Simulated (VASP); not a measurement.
GaAs:

```
Ga As
1.0
     3.33634    0.00000    0.00000
     0.00000    3.33634    0.00000
     0.00000    0.00000    4.37299
Ga As
1 1
Direct
  0.50000 0.50000 0.50000
  0.00000 0.00000 0.00000
```

* Program: VASP 6.6.1
* Task: relaxation of cell and atoms
* Functional: PBE
* Potentials or basis: VASP PAW PBE potentials, release 64 (Ga_d, As)
* Cutoff: 600 eV
* k mesh: 6 × 6 × 4
* Occupations: gaussian, width 0.1 eV
* Spin: no spin polarisation

At the start: pressure -7.5 GPa; volume 24.34 Å³/atom.

How do energy, volume and symmetry change on relaxing?

Over 8 steps the energy falls by 158.7 meV/atom and the volume is 19.57 Å³/atom (-19.6 %); space group P4/mmm (No. 123, to 0.05 Å).

Step by step:
```
step  energy change (eV)  largest force (eV/Å)  pressure (GPa)  volume (Å³)
   1              0.0000                0.0000           -7.50        48.68
   2             -0.2641                0.0000           -2.71        41.09
   3             -0.2839                0.0000           -0.41        39.14
   4             -0.2842                0.0000            0.05        38.84
   5             -0.2991                0.0000            0.38        38.54
   6             -0.3077                0.0000            2.30        37.57
   7             -0.3118                0.0000            1.51        37.87
   8             -0.3175                0.0000           -0.26        39.13
```

Final structure:
```cif
data_structure
_symmetry_space_group_name_H-M 'P 1'
_symmetry_Int_Tables_number 1
_cell_length_a 3.2032
_cell_length_b 3.2032
_cell_length_c 3.8142
_cell_angle_alpha 90.000
_cell_angle_beta 90.000
_cell_angle_gamma 90.000
_cell_volume 39.13
loop_
_atom_site_label
_atom_site_type_symbol
_atom_site_fract_x
_atom_site_fract_y
_atom_site_fract_z
_atom_site_occupancy
Ga1 Ga 0.50000 0.50000 0.50000 1
As1 As 0.00000 0.00000 0.00000 1
```

Caveat: the volume moved by over 15 % at a fixed basis, so the end points are rough.
